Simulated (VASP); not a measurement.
# MgO (Fm-3m) in VASP: notebook

MgO is run at these levels: PBE; tasks: G0W0 quasiparticle levels.

All numbers are computed with VASP 6.6.1; they aren't measurements. Logs are shortened: lines on timing, memory, paths and dates and some standing lists are left out, and cuts for length are marked.

## (1) The cell of the first run

It takes space group Fm-3m (No. 225, cubic). The conventional cell has a = 4.211 Å, b = 4.211 Å, c = 4.211 Å, α = 90.00°, β = 90.00°, γ = 90.00°. Within 2.8 Å of Mg (site symmetry m-3m) lie 6 O at 2.11 Å. O (site symmetry m-3m) has 6 Mg at 2.11 Å within 2.8 Å.

## (2) G0W0 quasiparticle levels, PBE

Input file POSCAR:

```
MgO
1.0
    0.0000000000      2.1055000000      2.1055000000
    2.1055000000      0.0000000000      2.1055000000
    2.1055000000      2.1055000000      0.0000000000
Mg O
1 1
Direct
    0.0000000000      0.0000000000      0.0000000000
    0.5000000000      0.5000000000      0.5000000000
```

Input file INCAR.step1:

```
SYSTEM = MgO
PREC = Accurate
ENCUT = 500
EDIFF = 1E-8
ISMEAR = 0
SIGMA = 0.01
LREAL = .FALSE.
LASPH = .TRUE.
NELM = 60
ALGO = Normal
LWAVE = .TRUE.
LCHARG = .FALSE.
GGA = PE
```

Input file INCAR.step2:

```
SYSTEM = MgO
PREC = Accurate
ENCUT = 500
EDIFF = 1E-8
ISMEAR = 0
SIGMA = 0.01
LREAL = .FALSE.
LASPH = .TRUE.
NELM = 1
ALGO = Exact
LWAVE = .TRUE.
LCHARG = .FALSE.
GGA = PE
NBANDS = 262
LOPTICS = .TRUE.
ISTART = 1
```

Input file INCAR.step3:

```
SYSTEM = MgO
PREC = Accurate
ENCUT = 500
EDIFF = 1E-8
ISMEAR = 0
SIGMA = 0.01
LREAL = .FALSE.
LASPH = .TRUE.
ALGO = EVGW0
LWAVE = .FALSE.
LCHARG = .FALSE.
GGA = PE
NELMGW = 1
NBANDS = 262
ENCUTGW = 200
NOMEGA = 48
PRECFOCK = Fast
ISTART = 1
NBANDSGW = 12
```

Input file KPOINTS:

```
regular mesh
0
G
  2 2 2
  0 0 0
```

Potentials or basis: VASP PAW PBE potentials, release 64 (Mg_GW, O_GW).

Run with:

```bash
$ cat potpaw_PBE.64/Mg_GW/POTCAR potpaw_PBE.64/O_GW/POTCAR > POTCAR
$ cp INCAR.step1 INCAR
$ mpirun -np 1 vasp_std > vasp.out
$ cp INCAR.step2 INCAR
$ mpirun -np 1 vasp_std > vasp.out
$ cp INCAR.step3 INCAR
$ mpirun -np 1 vasp_std > vasp.out
```

OUTCAR:

```text
SYSTEM = MgO
   PREC = Accurate
   ENCUT = 500
   EDIFF = 1E-8
   ISMEAR = 0
   LREAL = .FALSE.
   LASPH = .TRUE.
   GGA = PE
   NELMGW = 1
   ENCUTGW = 200
   PRECFOCK = Fast
   ISTART = 1

 ion  position               nearest neighbor table
   1  0.000  0.000  0.000-   2 2.11   2 2.11   2 2.11   2 2.11   2 2.11   2 2.11
   2  0.500  0.500  0.500-   1 2.11   1 2.11   1 2.11   1 2.11   1 2.11   1 2.11

  LATTYP: Found a face centered cubic cell.
 ALAT       =     4.2110000000

  Lattice vectors:

 A1 = (   0.0000000000,   2.1055000000,   2.1055000000)
 A2 = (   2.1055000000,   0.0000000000,   2.1055000000)
 A3 = (   2.1055000000,   2.1055000000,   0.0000000000)

Analysis of symmetry for initial positions (statically):
=====================================================================
 Subroutine PRICEL returns:
 Original cell was already a primitive cell.

 Routine SETGRP: Setting up the symmetry group for a
 face centered cubic supercell.

 Subroutine GETGRP returns: Found 48 space group operations
 (whereof 48 operations were pure point group operations)
 out of a pool of 48 trial point group operations.

The static configuration has the point symmetry O_h .

Analysis of symmetry for dynamics (positions and initial velocities):
=====================================================================
 Subroutine PRICEL returns:
 Original cell was already a primitive cell.

 Routine SETGRP: Setting up the symmetry group for a
 face centered cubic supercell.

 Subroutine GETGRP returns: Found 48 space group operations
 (whereof 48 operations were pure point group operations)
 out of a pool of 48 trial point group operations.

The dynamic configuration has the point symmetry O_h .

 Subroutine INISYM returns: Found 48 space group operations
 (whereof 48 operations are pure point group operations),
 and found     1 'primitive' translations

----------------------------------------------------------------------------------------
[... 68 lines left out ...]
   LASPH  =      T    aspherical Exc in radial PAW
   ENCUT  =  500.0 eV  36.75 Ry    6.06 a.u.   5.43  5.43  5.43*2*pi/ulx,y,z
   NELM   =     60;   NELMIN=  2; NELMDL=  0     # of ELM steps
   EDIFF  = 0.1E-07   stopping-criterion for ELM
   LREAL  =      F    real-space projection
   EDIFFG = 0.1E-06   stopping-criterion for IOM
   NSW    =      0    number of steps for IOM
   IBRION =     -1    ionic relax: 0-MD 1-quasi-New 2-CG
   NFREE  =      0    steps in history (QN), initial steepest desc. (CG)
   ISIF   =      0    stress and relaxation
   ISYM   =      3    0-nonsym 1-usesym 2-fastsym
   POTIM  = 0.5000    time-step for ionic-motion
   TEBEG  =    0.0;   TEEND  =   0.0 temperature during run
   PSTRESS=    0.0 pullay stress
   NELECT =       8.0000    total number of electrons
   NUPDOWN=      -1.0000    fix difference up-down
   EMIN   =  10.00;   EMAX   =-10.00  energy-range for DOS
   EFERMI =   0.00;   METHOD = LEGACY
   ISMEAR =     0;   SIGMA  =   0.01  broadening in eV -4-tet -1-fermi 0-gaus
   EFERMI_NEDOS =   21; number of points for ismear=-14 and -15
   IALGO  =     38    algorithm
   IMIX   =      4    mixing-type and parameters
     AMIX     =   0.40;   BMIX     =  1.00
     AMIX_MAG =   1.60;   BMIX_MAG =  1.00
  volume/ion in A,a.u.               =       9.33        62.99
  Fermi-wavevector in a.u.,A,eV,Ry     =   1.234259  2.332411 20.727046  1.523395
  Thomas-Fermi vector in A             =   2.368956
   LORBIT       =      0    0 simple, 1 ext, 2 COOP (PROOUT), +10 PAW based schemes
   GGA     = PE    functional components
   LHFCALC =     T    Hartree Fock is set to
   PRECFOCK=fast      Normal, Fast or Accurate (Low or Medium for compatibility)
   ENCUT4O =  -1.0   cutoff for four orbital integrals eV
   NKREDX  =     1    reduce k-point grid by
   NKREDY  =     1    reduce k-point grid by
   NKREDZ  =     1    reduce k-point grid by
   AEXX    =    1.0000 exact exchange contribution
   HFSCREEN=    0.0000 screening length (either q_TF or 0.3 A-1)
   HFSCREENC=   0.0000 screening length for correlation (either q_TF or 0.3 A-1)
   ENCUTFOCK=  -1.0 apply spherical cutoff to Coloumb kernel
   IVDW    =     0    specifies the selected vdW correction
   LEPSILON=     F    determine dielectric tensor
   LRPA    =     F    only Hartree local field effects (RPA)
   LRPAFORCE           =     F    calculate RPA forces
   ENCUTGW             = 200.0    cutoff for response function in eV
   ENCUTGWSOFT         = 160.0    soft cutoff for Coulomb kernel in GW response function in eV
   ENCUTLF             =  -1.0    cutoff for local field effects
   NELMGW              =     1    number of iterations in solving QP/BSE equation
   NELMHF              =     1    number of iterations in the inner HF iteration
   NKREDLFX            =     1    NKREDLFY  =   1   NKREDLFZ  =   1
 non-spin polarized calculation
 Gauss-broadening in eV      SIGMA  =   0.01
  energy-cutoff  :      500.00
  volume of cell :       18.67
 maximum number of plane-waves:       476
 NGX is ok and might be reduce to    24
  NGX = 12; NGY = 12; NGZ = 12
   NGX = 11   NGY = 11   NGZ = 11
 maximum number of plane-waves:       120

 QP shifts <psi_nk| G(iteration)W_0 |psi_nk>: iteration 1
 for sc-GW calculations column KS-energies equals QP-energies in previous step
 and V_xc(KS)=  KS-energies - (<T + V_ion + V_H > + <T+V_H+V_ion>^1  + <V_x>^1)

 k-point   1 :       0.0000    0.0000    0.0000
  band No.  KS-energies  QP-energies   sigma(KS)   V_xc(KS)     V^pw_x(r,r')   Z            occupation Imag(sigma)

      1     -13.6537     -16.2301     -21.4192     -18.0055     -29.7069       0.7548       2.0000       1.2575
      2       3.6850       2.3535     -21.4057     -19.6833     -25.9711       0.7730       2.0000       0.2265
      3       3.6850       2.3535     -21.4057     -19.6833     -25.9711       0.7730       2.0000       0.2265
      4       3.6850       2.3535     -21.4057     -19.6833     -25.9711       0.7730       2.0000       0.2265
      5       8.1678       9.0157     -11.0672     -12.1429      -6.4959       0.7881       0.0000      -0.2161
      6      19.0813      19.6923      -8.1277      -8.8994      -2.8153       0.7917       0.0000      -0.1956
      7      19.0813      19.6923      -8.1277      -8.8994      -2.8153       0.7917       0.0000      -0.1956
      8      19.0813      19.6923      -8.1277      -8.8994      -2.8153       0.7917       0.0000      -0.1956
      9      23.0907      22.9522      -7.7599      -7.5740      -1.4619       0.7450       0.0000      -0.7415
     10      24.7501      25.6530      -8.6611      -9.8061      -3.1631       0.7885       0.0000      -0.2149
     11      24.7501      25.6530      -8.6611      -9.8061      -3.1631       0.7885       0.0000      -0.2149
     12      27.2693      28.3291      -8.1110      -9.3913      -1.8157       0.8278       0.0000      -0.7494
[... 20 lines left out ...]
      1     -12.0409     -14.5032     -23.1446     -19.7807     -31.2760       0.7320       2.0000       1.1149
      2      -0.5795      -2.3408     -17.3096     -14.9960     -21.6574       0.7613       2.0000       0.2033
      3       2.2681       0.7808     -19.9956     -18.0417     -24.5446       0.7612       2.0000       0.2255
      4       2.2681       0.7808     -19.9956     -18.0417     -24.5446       0.7612       2.0000       0.2255
      5      12.4359      12.8017      -7.8912      -8.3484      -2.9064       0.8000       0.0000      -0.1485
      6      13.2245      14.0308      -8.5117      -9.5313      -3.5282       0.7908       0.0000      -0.1618
      7      16.6850      17.8661     -13.6447     -15.2067      -8.3598       0.7562       0.0000      -0.2222
      8      22.3234      23.5367     -10.7935     -12.3784      -4.7725       0.7656       0.0000      -0.3811
      9      22.3234      23.5367     -10.7935     -12.3784      -4.7725       0.7656       0.0000      -0.3811
     10      28.6235      29.8879      -9.9494     -11.5628      -3.8605       0.7836       0.0000      -0.6171
     11      30.0854      31.2350      -8.8746     -10.3349      -3.2041       0.7873       0.0000      -0.3024
     12      34.0310      34.5704      -7.6920      -8.3863      -1.4597       0.7768       0.0000      -0.7050
```

OUTCAR.step1:

```text
SYSTEM = MgO
   PREC = Accurate
   ENCUT = 500
   EDIFF = 1E-8
   ISMEAR = 0
   LREAL = .FALSE.
   LASPH = .TRUE.
[... 230 lines left out ...]
      0.00000      0.00000      0.00000        -0.000000     -0.000000      0.000000
      2.10550      2.10550      2.10550         0.000000      0.000000     -0.000000
 -----------------------------------------------------------------------------------
    total drift:                               -0.000000     -0.000000      0.000000

  FREE ENERGIE OF THE ION-ELECTRON SYSTEM (eV)
  ---------------------------------------------------
  free  energy   TOTEN  =       -11.0559850772 eV

  energy  without entropy=      -11.0559850772  energy(sigma->0) =      -11.05598508
```

OUTCAR.step2:

```text
SYSTEM = MgO
   PREC = Accurate
   ENCUT = 500
   EDIFF = 1E-8
[... 590 lines left out ...]
  --------------------------------------------------------------------------------------------------------------
     0.00000     6.41989     6.41989     6.41989     0.00000     0.00000     0.00000
     4.16861    16.65303    16.65303    16.65303     0.00000     0.00000     0.00000
     8.33722     3.36487     3.36487     3.36487    -0.00000    -0.00000    -0.00000
    12.50584    -0.95292    -0.95292    -0.95292    -0.00000    -0.00000    -0.00000
    16.67445    -1.41035    -1.41035    -1.41035    -0.00000    -0.00000    -0.00000
    20.84306     0.69150     0.69150     0.69150     0.00000     0.00000    -0.00000
[... 92 lines left out ...]
   408.52394     0.99577     0.99577     0.99577    -0.00000    -0.00000    -0.00000
   412.69256     0.99586     0.99586     0.99586    -0.00000    -0.00000    -0.00000
```

It took 13 s on 1 thread of Intel Xeon 6975P-C, shared host; peak memory 0.15 GiB.

What came out:

```
Band gap on the k mesh, mean-field level : 4.48 eV, direct
Quasiparticle gap                        : 6.66 eV
Least direct quasiparticle gap           : 6.66 eV
```

Levels at points of the mesh, in eV from the valence-band top:
| k point | band 2 | band 3 | band 4 | band 5 | band 6 | band 7 |
| --- | --- | --- | --- | --- | --- | --- |
| (0.00, 0.00, 0.00) | 0.00 | 0.00 | 0.00 | 4.48 | 15.40 | 15.40 |
| (0.50, 0.00, 0.00) | -4.82 | -0.68 | -0.68 | 7.58 | 12.51 | 15.83 |
| (0.50, 0.50, 0.00) | -4.26 | -1.42 | -1.42 | 8.75 | 9.54 | 13.00 |

Caveat: the k points lie up to 1.29 Å⁻¹ apart; bands, screening cutoff and mesh are small and nothing is extrapolated, so the quasiparticle values aren't converged.

## (3) G0W0 quasiparticle levels, PBE

POSCAR is that of step 2.

Input file INCAR.step1:

```
PREC = Accurate
ENCUT = 500
EDIFF = 1E-8
ISMEAR = 0
SIGMA = 0.01
LREAL = False
LASPH = True
NELM = 60
ALGO = Normal
LWAVE = True
LCHARG = False
GGA = PE
```

Input file INCAR.step2:

```
PREC = Accurate
ENCUT = 500
EDIFF = 1E-8
ISMEAR = 0
SIGMA = 0.01
LREAL = False
LASPH = True
NELM = 1
ALGO = Exact
LWAVE = True
LCHARG = False
GGA = PE
NBANDS = 184
LOPTICS = True
ISTART = 1
```

Input file INCAR.step3:

```
PREC = Accurate
ENCUT = 500
EDIFF = 1E-8
ISMEAR = 0
SIGMA = 0.01
LREAL = False
LASPH = True
ALGO = EVGW0
LWAVE = False
LCHARG = False
GGA = PE
NELMGW = 1
NBANDS = 184
ENCUTGW = 180.0
NOMEGA = 48
PRECFOCK = Fast
ISTART = 1
NBANDSGW = 12
```

Input file KPOINTS:

```
regular mesh
0
Gamma
  2 2 2
```

Potentials or basis: VASP PAW PBE potentials, release 64 (Mg_GW, O_GW).

Run with:

```bash
$ cat potpaw_PBE.64/Mg_GW/POTCAR potpaw_PBE.64/O_GW/POTCAR > POTCAR
$ cp INCAR.step1 INCAR
$ mpirun -np 1 vasp_std > vasp.out
$ cp INCAR.step2 INCAR
$ mpirun -np 1 vasp_std > vasp.out
$ cp INCAR.step3 INCAR
$ mpirun -np 1 vasp_std > vasp.out
```

OUTCAR:

```text
PREC = Accurate
   ENCUT = 500
   EDIFF = 1E-8
   ISMEAR = 0
   LREAL = False
   LASPH = True
   GGA = PE
   NELMGW = 1
   ENCUTGW = 180.0
   PRECFOCK = Fast
   ISTART = 1

 ion  position               nearest neighbor table
   1  0.000  0.000  0.000-   2 2.11   2 2.11   2 2.11   2 2.11   2 2.11   2 2.11
   2  0.500  0.500  0.500-   1 2.11   1 2.11   1 2.11   1 2.11   1 2.11   1 2.11

  LATTYP: Found a face centered cubic cell.
[... 177 lines left out ...]
      3       3.6850       2.4127     -21.3379     -19.6833     -25.9711       0.7690       2.0000       0.2008
      4       3.6850       2.4127     -21.3379     -19.6833     -25.9711       0.7690       2.0000       0.2008
      5       8.1678       8.9930     -11.0954     -12.1429      -6.4959       0.7877       0.0000      -0.1784
      6      19.0813      19.6998      -8.1146      -8.8994      -2.8153       0.7880       0.0000      -0.1770
      7      19.0813      19.6998      -8.1146      -8.8994      -2.8153       0.7880       0.0000      -0.1770
      8      19.0813      19.6998      -8.1146      -8.8994      -2.8153       0.7880       0.0000      -0.1770
      9      23.0907      22.9589      -7.7436      -7.5740      -1.4619       0.7772       0.0000      -0.7386
     10      24.7501      25.6573      -8.6454      -9.8061      -3.1631       0.7816       0.0000      -0.2101
     11      24.7501      25.6573      -8.6454      -9.8061      -3.1631       0.7816       0.0000      -0.2101
     12      27.2693      28.3393      -8.0950      -9.3913      -1.8157       0.8255       0.0000      -0.7377
[... 20 lines left out ...]
      1     -12.0409     -14.4186     -23.0518     -19.7807     -31.2760       0.7269       2.0000       1.0938
      2      -0.5795      -2.3085     -17.2709     -14.9960     -21.6574       0.7600       2.0000       0.2063
      3       2.2681       0.8217     -19.9449     -18.0417     -24.5446       0.7600       2.0000       0.2115
      4       2.2681       0.8217     -19.9449     -18.0417     -24.5446       0.7600       2.0000       0.2115
      5      12.4359      12.8139      -7.8736      -8.3484      -2.9064       0.7961       0.0000      -0.1480
      6      13.2245      14.0358      -8.5006      -9.5313      -3.5282       0.7871       0.0000      -0.1577
      7      16.6850      17.9024     -13.5962     -15.2067      -8.3598       0.7559       0.0000      -0.2249
      8      22.3234      23.5541     -10.7797     -12.3784      -4.7725       0.7698       0.0000      -0.4111
      9      22.3234      23.5541     -10.7797     -12.3784      -4.7725       0.7698       0.0000      -0.4111
     10      28.6235      29.9230      -9.9235     -11.5628      -3.8605       0.7927       0.0000      -0.5946
     11      30.0854      31.2392      -8.8634     -10.3349      -3.2041       0.7841       0.0000      -0.2885
     12      34.0310      34.5808      -7.6759      -8.3863      -1.4597       0.7739       0.0000      -0.7151
```

OUTCAR.step1:

```text
PREC = Accurate
   ENCUT = 500
   EDIFF = 1E-8
   ISMEAR = 0
   LREAL = False
[... 231 lines left out ...]
      0.00000      0.00000      0.00000        -0.000000     -0.000000      0.000000
      2.10550      2.10550      2.10550         0.000000      0.000000     -0.000000
 -----------------------------------------------------------------------------------
    total drift:                               -0.000000     -0.000000      0.000000

  FREE ENERGIE OF THE ION-ELECTRON SYSTEM (eV)
  ---------------------------------------------------
  free  energy   TOTEN  =       -11.0559850772 eV

  energy  without entropy=      -11.0559850772  energy(sigma->0) =      -11.05598508
```

OUTCAR.step2:

```text
PREC = Accurate
   ENCUT = 500
   EDIFF = 1E-8
   ISMEAR = 0
   LREAL = False
[... 589 lines left out ...]
     0.00000     6.79552     6.79552     6.79552    -0.00000    -0.00000     0.00000
     3.33579    10.81691    10.81691    10.81691    -0.00000    -0.00000     0.00000
     6.67157     5.63921     5.63921     5.63921    -0.00000    -0.00000     0.00000
    10.00736     2.12526     2.12526     2.12526     0.00000    -0.00000    -0.00000
    13.34314     1.40866     1.40866     1.40866    -0.00000    -0.00000    -0.00000
    16.67893    -5.71669    -5.71669    -5.71669     0.00000     0.00000    -0.00000
[... 92 lines left out ...]
   326.90705     0.99332     0.99332     0.99332     0.00000     0.00000    -0.00000
   330.24284     0.99346     0.99346     0.99346     0.00000     0.00000    -0.00000
```

It used 8.5 s of CPU time on 1 thread of Intel Xeon 6975P-C (shared host).

What came out:

```
Band gap on the k mesh, mean-field level : 4.48 eV, direct
Quasiparticle gap                        : 6.58 eV
Least direct quasiparticle gap           : 6.58 eV
```

Caveat: the k points lie up to 1.29 Å⁻¹ apart; bands, screening cutoff and mesh are small and nothing is extrapolated, so the quasiparticle values aren't converged.
